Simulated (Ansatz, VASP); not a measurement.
# Na2BrCl: VASP beside Ansatz

INCAR

```
ALGO = Normal
EDIFF = 1E-6
ENCUT = 520
ISIF = 2
ISMEAR = 0
LASPH = True
LCHARG = True
LELF = True
LREAL = False
LVHAR = True
LWAVE = False
NBANDS = 22
NELM = 80
PREC = Accurate
SIGMA = 0.05
```

Contents of KPOINTS:

```
k-points
0
Gamma
  9 9 9
```

POSCAR

```
Na2BrCl
1.0
    1.9888625555      1.1482703318      6.4333642736
   -1.9888625555      1.1482703318      6.4333642736
    0.0000000000     -2.2965406636      6.4333642736
Na Br Cl
2 1 1
Direct
    0.2545086910      0.2545086910      0.2545086910
    0.7454913090      0.7454913090      0.7454913090
    0.5000000000      0.5000000000      0.5000000000
    0.0000000000      0.0000000000      0.0000000000
```

Input for Ansatz:

```yaml
crystal:
  lattice:
    - [1.9888625555, 1.1482703318, 6.4333642736]
    - [-1.9888625555, 1.1482703318, 6.4333642736]
    - [0.0, -2.2965406636, 6.4333642736]
  atoms:
    - { symbol: Na, position: [0.254508691, 0.254508691, 0.254508691] }
    - { symbol: Na, position: [0.745491309, 0.745491309, 0.745491309] }
    - { symbol: Br, position: [0.5, 0.5, 0.5] }
    - { symbol: Cl, position: [0.0, 0.0, 0.0] }
basis:
  ecutwfc: 420
kpoints:
  mp_grid: { grid: [9, 9, 9] }
hamiltonian:
  xc: lda
scf:
  occupations: { method: gaussian, width: 0.05 }
output:
  forces: true
  stress: true
  eigenvalues: true
```

Change from the starting cell: strain -0.0100 x Voigt [0, 0, 1, 0, 0, 0], atoms carried along.

Alike in both runs: task single point; functional LDA; k mesh 9 × 9 × 9; occupations gaussian, width 0.05 eV; no spin polarisation.

|  | VASP | Ansatz |
| --- | --- | --- |
| version | VASP 6.6.1 | Ansatz 0.2.0 |
| potentials or method | VASP PAW LDA potentials, release 64 (Na_pv, Br, Cl), cutoff 520 eV | scalar-relativistic, plane waves, PAW |
| valence electrons in the cell | 28 | 32 |

```csv
,VASP,Ansatz,Ansatz less VASP
gap on the k mesh at the Fermi level (eV),4.23,4.22,-0.010
least direct gap on the mesh (eV),4.23,4.22,-0.010
pressure (GPa),0.3,0.3,-0.02
"traceless stress, the component that is largest in VASP (GPa)",0.15,0.15,+0.001
```

LDA's correlation is that of Perdew and Zunger in VASP and of Perdew and Wang (1992) in Ansatz. VASP's potentials hold 28 valence electrons a cell and Ansatz's 32, so a difference there can come from the potentials and not from the codes.
